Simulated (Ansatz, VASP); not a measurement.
Two plane-wave programs on KCl

The input INCAR:

```
PREC = Accurate ; ENCUT = 500
EDIFF = 1E-6 ; ISMEAR = -1
SIGMA = 0.02 ; LREAL = False
LASPH = True ; NELM = 120
ALGO = Normal ; ISIF = 2
LWAVE = False ; LCHARG = False
GGA = PE ; NBANDS = 15
GGA_COMPAT = False
```

KPOINTS

```
regular mesh
0
Gamma
  6 6 6
```

Contents of POSCAR:

```
KCl
1.0
    0.0000000000      3.4964102556      3.4964102556
    3.4964102556      0.0000000000      3.4964102556
    3.4964102556      3.4964102556      0.0000000000
K Cl
1 1
Direct
    0.0000000000      0.0000000000      0.0000000000
    0.2500000000      0.2500000000      0.2500000000
```

Input for Ansatz:

```yaml
crystal:
  lattice:
    - [0.0, 3.4964102556, 3.4964102556]
    - [3.4964102556, 0.0, 3.4964102556]
    - [3.4964102556, 3.4964102556, 0.0]
  atoms:
    - { symbol: K, position: [0.0, 0.0, 0.0] }
    - { symbol: Cl, position: [0.25, 0.25, 0.25] }
kpoints:
  mp_grid: { grid: [6, 6, 6] }
  band_path:
    path:
      - [0.0, 0.0, 0.0]
      - [-0.5, -0.5, 0.0]
      - [-0.375, -0.375, 0.25]
      - [-0.375, 0.0, 0.375]
      - [0.0, 0.0, 0.5]
      - [-0.5, -0.25, 0.25]
      - [0.0, 0.5, 0.5]
    npoints: 1
hamiltonian:
  xc: pbe
scf:
  occupations: { method: fermi_dirac, width: 0.02 }
  n_extra_bands: 4
output:
  forces: true
  stress: true
  eigenvalues: true
  write_density: true
  write_potential: true
  elf: true
  volumetric_format: npy
```

Change from the starting cell: hydrostatic strain -0.3%.

Alike in both runs: task single point; functional PBE; k mesh 6 × 6 × 6; occupations fermi-dirac, width 0.02 eV; no spin polarisation.

```csv
,VASP,Ansatz
version,VASP 6.6.1,Ansatz 0.2.0
potentials or method,"VASP PAW PBE potentials, release 64 (K_sv, Cl)","plane waves, PAW"
plane-wave cutoff (eV),500,420
valence electrons in the cell,16,16
```

```tsv
	VASP	Ansatz	Ansatz less VASP
gap on the k mesh at the Fermi level (eV)	4.79	4.79	+0.001
pressure (GPa)	0.4	0.4	-0.01
```
